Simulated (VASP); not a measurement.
Set up this calculation in VASP 6.6.1, as the native input.

* Task: relaxation of cell and atoms
* Functional: PBE
* Potentials or basis: VASP PAW PBE potentials, release 64 (Al, N)
* Cutoff: 600 eV
* k mesh: 8 × 8 × 8
* Occupations: gaussian, width 0.1 eV
* Spin: no spin polarisation
* Dipole correction: no
* Further INCAR settings: ALGO = Normal; EDIFF = 1e-07; IBRION = 2; EDIFFG = -0.04; NSW = 90; ISIF = 3

The structure of AlN lies in POSCAR:

```
AlN
1.0
    0.0000000000      1.9689999800      1.9689999800
    1.9689999800      0.0000000000      1.9689999800
    1.9689999800      1.9689999800      0.0000000000
Al N
1 1
Direct
    0.0000000000      0.0000000000      0.0000000000
    0.5000000000      0.5000000000      0.5000000000
```

The input as run:

INCAR

```
PREC     = Accurate       # precision mode
ENCUT    = 600            # plane-wave cutoff, eV
EDIFF    = 1E-7           # SCF threshold, eV
ISMEAR   = 0              # smearing method
SIGMA    = 0.1            # smearing width, eV
LREAL    = F              # projectors in reciprocal space
LASPH    = T              # aspherical terms in the spheres
NELM     = 120            # most SCF steps
ALGO     = Normal         # electronic algorithm
ISIF     = 3              # what is computed and relaxed
LWAVE    = F              # write WAVECAR
LCHARG   = F              # write CHGCAR
GGA      = PE             # functional
IBRION   = 2              # ionic algorithm
NSW      = 90             # ionic steps
EDIFFG   = -0.04          # ionic threshold
GGA_COMPAT= F            
NELMIN   = 4
```

KPOINTS

```
Automatic mesh
0
Gamma
  8 8 8
```

Potentials or basis: VASP PAW PBE potentials, release 64 (Al, N).

Run with:

```console
$ cat potpaw_PBE.64/Al/POTCAR potpaw_PBE.64/N/POTCAR > POTCAR
$ mpirun -np 1 vasp_std > vasp.out
```

Results of the run:

```
Relaxed volume                         : 8.43 Å³/atom
Relaxed cell                           : a = 2.879 Å, b = 2.879 Å, c = 2.879 Å, α = 60.00°, β = 60.00°, γ = 60.00°
Space group after relaxing (to 0.05 Å) : Fm-3m (No. 225)
Energy gained by relaxing              : 67.7 meV/atom
Ionic steps                            : 3
Pressure after relaxing                : -0.4 GPa
Band gap on the k mesh                 : 4.41 eV, indirect (least direct gap 5.39 eV)
```

Caveat: the volume moved by +10 % from the deposited cell, more than functionals usually miss.

It took 5 s on 1 thread of Intel(R) Xeon(R) 6975P-C (Granite Rapids), with other jobs on the host, peak memory 0.13 GiB.
